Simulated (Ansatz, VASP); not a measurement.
## NaW: VASP beside Ansatz

```
CELL_PARAMETERS angstrom
4.76007 0.00000 0.00000
0.00000 2.62299 0.00000
0.00000 0.00000 6.51712
ATOMIC_POSITIONS crystal
Na 0.75000 0.00000 0.62858
Na 0.25000 0.00000 0.37142
W 0.75000 0.50000 0.07612
W 0.25000 0.50000 0.92388
```

Alike in both runs: functional PBE; k mesh 10 × 18 × 8; occupations gaussian, width 0.1 eV; no spin polarisation.

Ansatz relaxed the structure, and its values are those at the end. VASP's run is a single point on that final structure, the one shown.

|  | VASP | Ansatz |
| --- | --- | --- |
| version | VASP 6.6.1 | Ansatz 0.2.0 |
| potentials or method | VASP PAW PBE potentials, release 64 (Na_pv, W_sv), cutoff 520 eV | scalar-relativistic, plane waves, PAW |
| valence electrons in the cell | 42 | 46 |

```csv
,VASP,Ansatz,Ansatz less VASP
gap on the k mesh at the Fermi level (eV),none,none,-
pressure (GPa),0.2,0.0,-0.22
rms of the force components (eV/Å),0.013,0.000,-0.0129
```

A gap of «none» marks a metal or a gap that the smearing closes. With one functional, cell and mesh, what is left measures potentials, basis and numerics. VASP's potentials hold 42 valence electrons a cell and Ansatz's 46, so a difference there can come from the potentials and not from the codes.

Spin-orbit coupling is off throughout.
